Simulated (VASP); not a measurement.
Wanted: the native input for a VASP 6.6.1 run.

| Item | Value |
| --- | --- |
| Task | single point |
| Functional | PBE |
| Potentials or basis | VASP PAW PBE potentials, release 64 (O) |
| Cutoff | 520 eV |
| k mesh | 19 × 19 × 19 |
| Occupations | fermi-dirac, width 0.08 eV |
| Spin | no spin polarisation |
| Dipole correction | no |
| Further INCAR settings | ALGO = Normal; EDIFF = 1e-07; NBANDS = 9 |

The structure of O lies in POSCAR:

```
O
1.0
   -0.9910218647      0.9910218647      0.9910218647
    0.9910218647     -0.9910218647      0.9910218647
    0.9910218647      0.9910218647     -0.9910218647
O
1
Direct
    0.0000000000      0.0000000000      0.0000000000
```

This cell differs from its parent crystal: volume scaled by 0.5.

The input as run:

INCAR

```
SYSTEM = O
ALGO     = Normal         ! electronic algorithm
EDIFF    = 1E-7           ! SCF threshold, eV
ENCUT    = 520            ! plane-wave cutoff, eV
GGA      = PE             ! functional
ISIF     = 2              ! what is computed and relaxed
ISMEAR   = -1             ! smearing method
LASPH    = .True.         ! aspherical terms in the spheres
LCHARG   = .False.        ! write CHGCAR
LREAL    = .False.        ! projectors in reciprocal space
LWAVE    = .False.        ! write WAVECAR
NBANDS   = 9              ! bands
NELM     = 80             ! most SCF steps
PREC     = Accurate       ! precision mode
SIGMA    = 0.08           ! smearing width, eV
```

KPOINTS

```
k-points
0
Gamma
  19 19 19
  0 0 0
```

Potentials or basis: VASP PAW PBE potentials, release 64 (O).

The run is started by

```sh
$ cat potpaw_PBE.64/O/POTCAR > POTCAR
$ mpirun -np 1 vasp_std > vasp.out
```

Results of the run:

The pressure is 481.4 GPa and the band gap on the k mesh is zero (band 3 reaches 19.42 eV, above the bottom of band 4 at 7.67 eV).

It took 4.3 s on 1 thread of Intel(R) Xeon(R) 6975P-C (Granite Rapids), with other jobs on the host, peak memory 0.11 GiB.
